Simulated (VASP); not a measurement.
Write the native input for VASP 6.6.1 that does the following.

```yaml
Task: single point
Functional: PBE
Potentials_or_basis: VASP PAW PBE potentials, release 64 (Li_sv, Cl)
Cutoff: 520 eV
k_mesh: 4 × 4 × 4
Occupations: gaussian, width 0.01 eV
Spin: no spin polarisation
Dipole_correction: no
Further_INCAR_settings: ALGO = Normal; EDIFF = 1e-06; NBANDS = 12
```

The structure of LiCl lies in POSCAR:

```
LiCl
1.0
    0.0000000000      2.5127086889      2.5127086889
    2.5127086889      0.0000000000      2.5127086889
    2.5127086889      2.5127086889      0.0000000000
Li Cl
1 1
Direct
    0.0000000000      0.0000000000      0.0000000000
    0.5000000000      0.5000000000      0.5000000000
```

This cell differs from its parent crystal: volume changed by -5%.

These files were run (other wordings do the same):

INCAR

```
SYSTEM = LiCl
PREC = Accurate ; ENCUT = 520
EDIFF = 1E-6 ; ISMEAR = 0
SIGMA = 0.01 ; LREAL = .FALSE.
LASPH = .TRUE. ; NELM = 80
ALGO = Normal ; ISIF = 2
LWAVE = .FALSE. ; LCHARG = .TRUE.
GGA = PE ; LELF = .TRUE.
LVHAR = .TRUE. ; NBANDS = 12
```

KPOINTS

```
regular mesh
0
G
  4 4 4
  0 0 0
```

Potentials or basis: VASP PAW PBE potentials, release 64 (Li_sv, Cl).

Run with:

```console
$ cat potpaw_PBE.64/Li_sv/POTCAR potpaw_PBE.64/Cl/POTCAR > POTCAR
$ mpirun -np 1 vasp_std > vasp.out
```

It gave:

```json
{
 "Band gap on the k mesh": "6.71 eV, direct"
}
```

Caveat: the k points lie up to 0.54 Å⁻¹ apart.

Run time: 14 s on 1 thread of AMD EPYC 7R13, on a shared host, peak memory 0.11 GiB.
